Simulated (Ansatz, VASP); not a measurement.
**Al2Au: VASP beside Ansatz**

The input INCAR:

```
SYSTEM = Al2Au
ALGO     = Normal         ! electronic algorithm
EDIFF    = 1E-6           ! SCF threshold, eV
ENCUT    = 520            ! plane-wave cutoff, eV
GGA      = PE             ! functional
ISIF     = 2              ! what is computed and relaxed
ISMEAR   = 0              ! smearing method
LASPH    = .TRUE.         ! aspherical terms in the spheres
LCHARG   = .FALSE.        ! write CHGCAR
LREAL    = .FALSE.        ! projectors in reciprocal space
LWAVE    = .FALSE.        ! write WAVECAR
NBANDS   = 16             ! bands
NELM     = 60             ! most SCF steps
PREC     = Accurate       ! precision mode
SIGMA    = 0.1            ! smearing width, eV
```

The input KPOINTS:

```
k-points
0
G
  6 6 6
  0 0 0
```

POSCAR

```
Al2Au
1.0
    0.0000000000      3.0023346623      3.0023346623
    3.0023346623      0.0000000000      3.0023346623
    3.0023346623      3.0023346623      0.0000000000
Al Au
2 1
Direct
    0.2500000000      0.2500000000      0.2500000000
    0.7500000000      0.7500000000      0.7500000000
    0.0000000000      0.0000000000      0.0000000000
```

Input for Ansatz:

```yaml
crystal:
  lattice:
    - [0.0, 3.0023346623, 3.0023346623]
    - [3.0023346623, 0.0, 3.0023346623]
    - [3.0023346623, 3.0023346623, 0.0]
  atoms:
    - { symbol: Al, position: [0.25, 0.25, 0.25] }
    - { symbol: Al, position: [0.75, 0.75, 0.75] }
    - { symbol: Au, position: [0.0, 0.0, 0.0] }
basis:
  ecutwfc: 420
kpoints:
  mp_grid: { grid: [6, 6, 6] }
hamiltonian:
  xc: pbe
scf:
  occupations: { method: gaussian, width: 0.1 }
  lower_state_search: "off"
output:
  forces: true
  stress: true
  eigenvalues: true
```

Alike in both runs: task single point; functional PBE; k mesh 6 × 6 × 6; occupations gaussian, width 0.1 eV; no spin polarisation.

```csv
,VASP,Ansatz
version,VASP 6.6.1,Ansatz 0.2.0
potentials or method,"VASP PAW PBE potentials, release 64 (Al, Au), cutoff 520 eV","scalar-relativistic, plane waves, PAW"
valence electrons in the cell,17,25
```

|  | VASP | Ansatz | Ansatz less VASP |
| --- | --- | --- | --- |
| gap on the k mesh at the Fermi level (eV) | none | none | - |
| pressure (GPa) | 2.9 | 3.2 | +0.25 |

A gap of «none» marks a metal or a gap that the smearing closes. VASP's potentials hold 17 valence electrons a cell and Ansatz's 25, so a difference there can come from the potentials and not from the codes.

Spin-orbit coupling is off throughout.
